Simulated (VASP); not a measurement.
# Be (P6_3/mmc) in VASP: further runs

Be is run at these levels: r2SCAN; tasks: relaxation of cell and atoms.

All numbers are computed with VASP 6.6.1; they aren't measurements. Logs are shortened: lines on timing, memory, paths and dates and some standing lists are left out, and cuts for length are marked.

### 1 The cell of the first run

The structure is hexagonal, space group P6_3/mmc (No. 194). The conventional cell has a = 2.285 Å, b = 2.285 Å, c = 3.584 Å, α = 90.00°, β = 90.00°, γ = 120.00°. Within 2.9 Å of Be (site symmetry -6m2) lie 12 Be at 2.23 to 2.29 Å.

### 2 Relaxation of cell and atoms, r2SCAN, target pressure 94.7 GPa, at which the enthalpy is minimised

The input, POSCAR:

```
Be
1.0
    2.2853000000      0.0000000000      0.0000000000
   -1.1426500000      1.9791278553      0.0000000000
    0.0000000000      0.0000000000      3.5842000000
Be
2
Direct
    0.3333333333      0.6666666667      0.2500000000
    0.6666666667      0.3333333333      0.7500000000
```

The input, INCAR.step1:

```
PREC     = Accurate       # precision mode
ENCUT    = 600            # plane-wave cutoff, eV
ISMEAR   = 0              # smearing method
SIGMA    = 0.1            # smearing width, eV
LREAL    = F              # projectors in reciprocal space
LASPH    = T              # aspherical terms in the spheres
NELM     = 80             # most SCF steps
GGA      = PE             # functional
ALGO     = Normal         # electronic algorithm
EDIFF    = 1E-4           # SCF threshold, eV
LWAVE    = T              # write WAVECAR
LCHARG   = F              # write CHGCAR
```

The input, INCAR.step2:

```
PREC     = Accurate       # precision mode
ENCUT    = 600            # plane-wave cutoff, eV
EDIFF    = 1E-7           # SCF threshold, eV
ISMEAR   = 0              # smearing method
SIGMA    = 0.1            # smearing width, eV
LREAL    = F              # projectors in reciprocal space
LASPH    = T              # aspherical terms in the spheres
NELM     = 80             # most SCF steps
ALGO     = Normal         # electronic algorithm
ISIF     = 3              # what is computed and relaxed
LWAVE    = F              # write WAVECAR
LCHARG   = F              # write CHGCAR
METAGGA  = R2SCAN         # meta-GGA
LMIXTAU  = T            
IBRION   = 2              # ionic algorithm
NSW      = 80             # ionic steps
EDIFFG   = -0.05          # ionic threshold
PSTRESS  = 947.0        
ISTART   = 1
```

The input, KPOINTS:

```
Automatic mesh
0
Gamma
  9 9 6
```

Potentials or basis: VASP PAW PBE potentials, release 64 (Be).

Command:

```sh
> cat potpaw_PBE.64/Be/POTCAR > POTCAR
> cp INCAR.step1 INCAR
> mpirun -np 1 vasp_std > vasp.out
> cp INCAR.step2 INCAR
> mpirun -np 1 vasp_std > vasp.out
```

OUTCAR:

```text
PREC = Accurate
   ENCUT = 600
   EDIFF = 1E-7
   ISMEAR = 0
   LREAL = F
   LASPH = T
   NELM = 80
   ISIF = 3
   METAGGA = R2SCAN
   IBRION = 2
   NSW = 80
   EDIFFG = -0.05
   PSTRESS = 947.0
   ISTART = 1

 ion  position               nearest neighbor table
   1  0.333  0.667  0.250-   2 2.23   2 2.23   2 2.23   2 2.23   2 2.23   2 2.23
   2  0.667  0.333  0.750-   1 2.23   1 2.23   1 2.23   1 2.23   1 2.23   1 2.23

  LATTYP: Found a hexagonal cell.
 ALAT       =     2.2853000000
 C/A-ratio  =     1.5683717674

  Lattice vectors:

 A1 = (   2.2853000000,   0.0000000000,   0.0000000000)
 A2 = (  -1.1426500000,   1.9791278553,   0.0000000000)
 A3 = (   0.0000000000,   0.0000000000,   3.5842000000)

Analysis of symmetry for initial positions (statically):
=====================================================================
 Subroutine PRICEL returns:
 Original cell was already a primitive cell.

 Routine SETGRP: Setting up the symmetry group for a
 hexagonal supercell.

 Subroutine GETGRP returns: Found 24 space group operations
 (whereof 12 operations were pure point group operations)
 out of a pool of 24 trial point group operations.

The static configuration has the point symmetry D_3d.
 The point group associated with its full space group is D_6h.

Analysis of symmetry for dynamics (positions and initial velocities):
=====================================================================
 Subroutine PRICEL returns:
 Original cell was already a primitive cell.

 Routine SETGRP: Setting up the symmetry group for a
 hexagonal supercell.

 Subroutine GETGRP returns: Found 24 space group operations
 (whereof 12 operations were pure point group operations)
 out of a pool of 24 trial point group operations.

The dynamic configuration has the point symmetry D_3d.
 The point group associated with its full space group is D_6h.

 Subroutine INISYM returns: Found 24 space group operations
 (whereof 12 operations are pure point group operations),
 and found     1 'primitive' translations

----------------------------------------------------------------------------------------

                                     Primitive cell

  volume of cell :      16.2110

  direct lattice vectors                    reciprocal lattice vectors
     2.285300000  0.000000000  0.000000000     0.437579311  0.252636533  0.000000000
    -1.142650000  1.979127855  0.000000000     0.000000000  0.505273066  0.000000000
     0.000000000  0.000000000  3.584200000     0.000000000  0.000000000  0.279002288

  length of vectors
     2.285300000  2.285300000  3.584200000     0.505273066  0.505273066  0.279002288

  position of ions in fractional coordinates (direct lattice)
     0.333333333  0.666666667  0.250000000
     0.666666667  0.333333333  0.750000000

  ion indices of the primitive-cell ions
   primitive index   ion index
                 1           1
                 2           2

----------------------------------------------------------------------------------------

 KPOINTS: Automatic mesh

Automatic generation of k-mesh.
 Grid dimensions read from file:
 generate k-points for:    9    9    6

 Generating k-lattice:

  Cartesian coordinates                     Fractional coordinates (reciprocal lattice)
     0.048619923  0.028070726  0.000000000     0.111111111 -0.000000000  0.000000000
     0.000000000  0.056141452  0.000000000     0.000000000  0.111111111  0.000000000
     0.000000000  0.000000000  0.046500381     0.000000000  0.000000000  0.166666667

  Length of vectors
     0.056141452  0.056141452  0.046500381

  Shift w.r.t. Gamma in fractional coordinates (k-lattice)
     0.000000000  0.000000000  0.000000000

 Subroutine IBZKPT returns following result:
 ===========================================

 Found     48 irreducible k-points:

 Following reciprocal coordinates:
            Coordinates               Weight
  0.000000  0.000000  0.000000      1.000000
  0.111111  0.000000  0.000000      6.000000
  0.222222  0.000000  0.000000      6.000000
  0.333333  0.000000  0.000000      6.000000
  0.444444  0.000000  0.000000      6.000000
  0.111111  0.111111  0.000000      6.000000
[... 16 lines left out ...]
  0.333333  0.222222  0.166667     24.000000
  0.333333  0.333333  0.166667      4.000000
 [... further k-points ...]
   k-points           NKPTS =     48   k-points in BZ     NKDIM =     48   number of bands    NBANDS=      6
   number of dos      NEDOS =    301   number of ions     NIONS =      2
   total plane-waves  NPLWV =   9720
   dimension x,y,z NGX =    18 NGY =   18 NGZ =   30
   dimension x,y,z NGXF=    36 NGYF=   36 NGZF=   60
   ions per type =               2
   NGX,Y,Z   is equivalent  to a cutoff of  13.09, 13.09, 13.91 a.u.
   NGXF,Y,Z  is equivalent  to a cutoff of  26.19, 26.19, 27.83 a.u.
 SYSTEM =  unknown system
   PREC   = accura    normal or accurate (medium, high low for compatibility)
   ISTART =      1    job   : 0-new  1-cont  2-samecut
   ICHARG =      0    charge: 1-file 2-atom 10-const
   ISPIN  =      1    spin polarized calculation?
   LNONCOLLINEAR =      F non collinear calculations
   LSORBIT =      F    spin-orbit coupling
   LASPH  =      T    aspherical Exc in radial PAW
   ENCUT  =  600.0 eV  44.10 Ry    6.64 a.u.   4.56  4.56  7.16*2*pi/ulx,y,z
   NELM   =     80;   NELMIN=  2; NELMDL=  0     # of ELM steps
   EDIFF  = 0.1E-06   stopping-criterion for ELM
   LREAL  =      F    real-space projection
   EDIFFG = -.5E-01   stopping-criterion for IOM
   NSW    =     80    number of steps for IOM
   IBRION =      2    ionic relax: 0-MD 1-quasi-New 2-CG
   NFREE  =      1    steps in history (QN), initial steepest desc. (CG)
   ISIF   =      3    stress and relaxation
   ISYM   =      2    0-nonsym 1-usesym 2-fastsym
   POTIM  = 0.5000    time-step for ionic-motion
   TEBEG  =    0.0;   TEEND  =   0.0 temperature during run
   PSTRESS=  947.0 pullay stress
   NELECT =       4.0000    total number of electrons
   NUPDOWN=      -1.0000    fix difference up-down
   EMIN   =  10.00;   EMAX   =-10.00  energy-range for DOS
   EFERMI =   0.00;   METHOD = LEGACY
   ISMEAR =     0;   SIGMA  =   0.10  broadening in eV -4-tet -1-fermi 0-gaus
   EFERMI_NEDOS =   21; number of points for ismear=-14 and -15
   IALGO  =     38    algorithm
   IMIX   =      4    mixing-type and parameters
     AMIX     =   0.40;   BMIX     =  1.00
     AMIX_MAG =   1.60;   BMIX_MAG =  1.00
  volume/ion in A,a.u.               =       8.11        54.70
  Fermi-wavevector in a.u.,A,eV,Ry     =   1.026814  1.940397 14.345258  1.054347
  Thomas-Fermi vector in A             =   2.160726
   LORBIT       =      0    0 simple, 1 ext, 2 COOP (PROOUT), +10 PAW based schemes
   METAGGA = R2SCAN    functional components
   LHFCALC =     F    Hartree Fock is set to
   AEXX    =    0.0000 exact exchange contribution
   IVDW    =     0    specifies the selected vdW correction
   LEPSILON=     F    determine dielectric tensor
   LRPA    =     F    only Hartree local field effects (RPA)
 conjugate gradient relaxation of ions
 non-spin polarized calculation
 Gauss-broadening in eV      SIGMA  =   0.10
  energy-cutoff  :      600.00
  volume of cell :       16.21
 maximum number of plane-waves:       554
   NGX =  9   NGY =  9   NGZ = 15

--------------------------------------- Ionic step        1  -------------------------------------------

 number of electron       4.0000000 magnetization

 Free energy of the ion-electron system (eV)
  ---------------------------------------------------
  ext. energy  EPLUGINS =         0.00000000
  ---------------------------------------------------
  free energy    TOTEN  =        -8.69557430 eV

  energy without entropy =       -8.69485351  energy(sigma->0) =       -8.69521391

------------------------ aborting loop because EDIFF is reached ----------------------------------------

  FORCE on cell =-STRESS in cart. coord.  units (eV):
  Direction    XX          YY          ZZ          XY          YZ          ZX
  --------------------------------------------------------------------------------------
  -------------------------------------------------------------------------------------
  Total       -0.2107306     -0.2107306     -0.4276488      0.0000000      0.0000000      0.0000000
  in kB      -20.8271063    -20.8271063    -42.2657453      0.0000000      0.0000000      0.0000000
  external PRESSURE =    -974.9733193 kB  Pullay stress =     947.0000000 kB
[... 61 lines left out ...]
  enthalpy is  TOTEN    =         1.0205947918 eV   P V=        4.2401943775

--------------------------------------- Ionic step        3  -------------------------------------------

 number of electron       4.0000000 magnetization

 E-fermi :   9.9449     XC(G=0): -12.6187

 val. band max:        9.9380115638   @ k =   0.3333   0.0000   0.0000
 cond. band min:      10.6015601231   @ k =   0.3333   0.3333   0.5000
 fundamental gap:      0.6635485593
 Fermi energy:         9.9448994825

 k-point     1 :       0.0000    0.0000    0.0000
  band No.  band energies     occupation
      1      -3.8564      2.00000
      2       4.3230      2.00000
      3      13.2673      0.00000
      4      33.0367      0.00000
      5      33.0367      0.00000
      6      36.9020      0.00000

 k-point     2 :       0.1111    0.0000    0.0000
  band No.  band energies     occupation
      1      -3.4347      2.00000
      2       4.9524      2.00000
      3      13.2287      0.00000
      4      29.3798      0.00000
      5      30.4662      0.00000
      6      37.2693      0.00000
[... 347 lines left out ...]
  enthalpy is  TOTEN    =        -1.2542249557 eV   P V=        6.2720377163

--------------------------------------- Ionic step        7  -------------------------------------------

 number of electron       4.0000000 magnetization

 Free energy of the ion-electron system (eV)
  ---------------------------------------------------
  ext. energy  EPLUGINS =         0.00000000
  ---------------------------------------------------
  free energy    TOTEN  =        -7.52694200 eV

  energy without entropy =       -7.52564668  energy(sigma->0) =       -7.52629434

 E-fermi :  10.2776     XC(G=0): -12.7544

 val. band max:       10.2465713420   @ k =   0.3333   0.1111   0.0000
 cond. band min:      10.9794774889   @ k =   0.3333   0.3333   0.5000
 fundamental gap:      0.7329061469
 Fermi energy:        10.2776276150

 k-point     1 :       0.0000    0.0000    0.0000
  band No.  band energies     occupation
      1      -3.6924      2.00000
      2       4.2814      2.00000
      3      13.4693      0.00000
      4      34.4666      0.00000
      5      34.4666      0.00000
      6      38.3112      0.00000

 k-point     2 :       0.1111    0.0000    0.0000
  band No.  band energies     occupation
      1      -3.2638      2.00000
      2       4.9334      2.00000
      3      13.4292      0.00000
      4      30.6358      0.00000
      5      31.7873      0.00000
      6      38.6318      0.00000
[... 227 lines left out ...]
  FREE ENERGIE OF THE ION-ELECTRON SYSTEM (eV)
  ---------------------------------------------------
  free  energy   TOTEN  =        -7.5269420041 eV

  energy  without entropy=       -7.5256466775  energy(sigma->0) =       -7.52629434

  enthalpy is  TOTEN    =        -1.2542544950 eV   P V=        6.2726875091

 reached required accuracy - stopping structural energy minimisation
```

Run time: 65 s. Hardware: 1 thread of Intel Xeon 6975P-C (Granite Rapids), shared host; peak memory 0.13 GiB.

What came out:

```yaml
Free_energy: -7.5269 eV
Relaxed_volume: 5.31 Å³/atom
Relaxed_cell: a = 1.975 Å, b = 1.975 Å, c = 3.142 Å, α = 90.00°, β = 90.00°, γ = 120.00°
Space_group_after_relaxing_to_0.1_Å: P6_3/mmc (No. 194)
Energy_change_on_relaxing_the_run_minimises_the_enthalpy: +584.3 meV/atom
Ionic_steps: 7
Pressure_after_relaxing: 96.0 GPa
Band_gap_on_the_k_mesh: zero (bands 2 and 3 overlap by 2.63 eV)
```

Stress tensor (GPa, compression positive):
```
95.99  0.00  0.00
 0.00 95.99  0.00
 0.00  0.00 96.13
```

Step by step:
| step | energy change (eV) | largest force (eV/Å) | pressure (GPa) | volume (Å³) |
| --- | --- | --- | --- | --- |
| 1 | 0.0000 | 0.0000 | -2.80 | 16.21 |
| 2 | 5.4760 | 0.0000 | 363.64 | 7.17 |
| 3 | 0.9687 | 0.0000 | 83.57 | 10.98 |
| 4 | 1.1093 | 0.0000 | 92.44 | 10.72 |
| 5 | 1.1651 | 0.0000 | 95.92 | 10.63 |
| 6 | 1.1693 | 0.0000 | 96.06 | 10.61 |
| 7 | 1.1686 | 0.0000 | 96.03 | 10.61 |

Final structure:
```cif
data_structure
_symmetry_space_group_name_H-M 'P 1'
_symmetry_Int_Tables_number 1
_cell_length_a 1.9750
_cell_length_b 1.9750
_cell_length_c 3.1415
_cell_angle_alpha 90.000
_cell_angle_beta 90.000
_cell_angle_gamma 120.000
_cell_volume 10.61
loop_
_atom_site_label
_atom_site_type_symbol
_atom_site_fract_x
_atom_site_fract_y
_atom_site_fract_z
_atom_site_occupancy
Be1 Be 0.33333 0.66667 0.25000 1
Be2 Be 0.66667 0.33333 0.75000 1
```

Caveat: the cell is relaxed towards a set pressure, so the run minimises the enthalpy, not the energy; the volume moved by over 15 % at a fixed basis, so the end points are rough; the PAW data sets were made with another functional, which shifts forces and pressure a little.

### 3 Relaxation of cell and atoms, r2SCAN, target pressure 21.2 GPa, at which the enthalpy is minimised

POSCAR is that of step 2.

The input, INCAR.step1:

```
  ALGO = Normal
  EDIFF = 1E-4
  ENCUT = 600
  GGA = PE
  ISMEAR = 0
  LASPH = True
  LCHARG = False
  LREAL = False
  LWAVE = True
  NELM = 80
  PREC = Accurate
  SIGMA = 0.1
```

The input, INCAR.step2:

```
  ALGO = Normal
  EDIFF = 1E-6
  EDIFFG = -0.05
  ENCUT = 600
  IBRION = 2
  ISIF = 3
  ISMEAR = 0
  ISTART = 1
  LASPH = True
  LCHARG = False
  LMIXTAU = True
  LREAL = False
  LWAVE = False
  METAGGA = R2SCAN
  NELM = 80
  NSW = 80
  PREC = Accurate
  PSTRESS = 212.0
  SIGMA = 0.1
```

The input, KPOINTS:

```
k-points
0
Gamma
  9 9 6
```

Potentials or basis: VASP PAW PBE potentials, release 64 (Be).

Command:

```sh
> cat potpaw_PBE.64/Be/POTCAR > POTCAR
> cp INCAR.step1 INCAR
> mpirun -np 1 vasp_std > vasp.out
> cp INCAR.step2 INCAR
> mpirun -np 1 vasp_std > vasp.out
```

It took 41 s on 1 thread of Intel Xeon 6975P-C (Granite Rapids), shared host; peak memory 0.12 GiB.

It converged, with:

```
Free energy                                                : -8.5827 eV
Relaxed volume                                             : 6.93 Å³/atom
Relaxed cell                                               : a = 2.168 Å, b = 2.168 Å, c = 3.405 Å, α = 90.00°, β = 90.00°, γ = 120.00°
Space group after relaxing (to 0.1 Å)                      : P6_3/mmc (No. 194)
Energy change on relaxing (the run minimises the enthalpy) : +56.5 meV/atom
Ionic steps                                                : 5
Pressure after relaxing                                    : 20.7 GPa
Band gap on the k mesh                                     : zero (bands 2 and 3 overlap by 2.44 eV)
```

Stress tensor (GPa, compression positive):
```
20.67  0.00  0.00
 0.00 20.67  0.00
 0.00  0.00 20.75
```

Step by step:
```
step  energy change (eV)  largest force (eV/Å)  pressure (GPa)  volume (Å³)
   1              0.0000                0.0000           -2.79        16.21
   2              0.1619                0.0000           25.61        13.53
   3              0.1178                0.0000           21.25        13.83
   4              0.1119                0.0000           20.62        13.87
   5              0.1129                0.0000           20.70        13.86
```

Final structure:
```cif
data_structure
_symmetry_space_group_name_H-M 'P 1'
_symmetry_Int_Tables_number 1
_cell_length_a 2.1681
_cell_length_b 2.1681
_cell_length_c 3.4048
_cell_angle_alpha 90.000
_cell_angle_beta 90.000
_cell_angle_gamma 120.000
_cell_volume 13.86
loop_
_atom_site_label
_atom_site_type_symbol
_atom_site_fract_x
_atom_site_fract_y
_atom_site_fract_z
_atom_site_occupancy
Be1 Be 0.33333 0.66667 0.25000 1
Be2 Be 0.66667 0.33333 0.75000 1
```

Levels at points of the mesh, in eV from the Fermi level:
```
           k point  band 1  band 2  band 3  band 4  band 5
(0.00, 0.00, 0.00)  -12.57   -4.80    2.03   19.50   19.50
(0.00, 0.00, 0.50)  -10.12  -10.12   13.12   13.12   21.52
```

Caveat: the cell is relaxed towards a set pressure, so the run minimises the enthalpy, not the energy; the PAW data sets were made with another functional, which shifts forces and pressure a little.
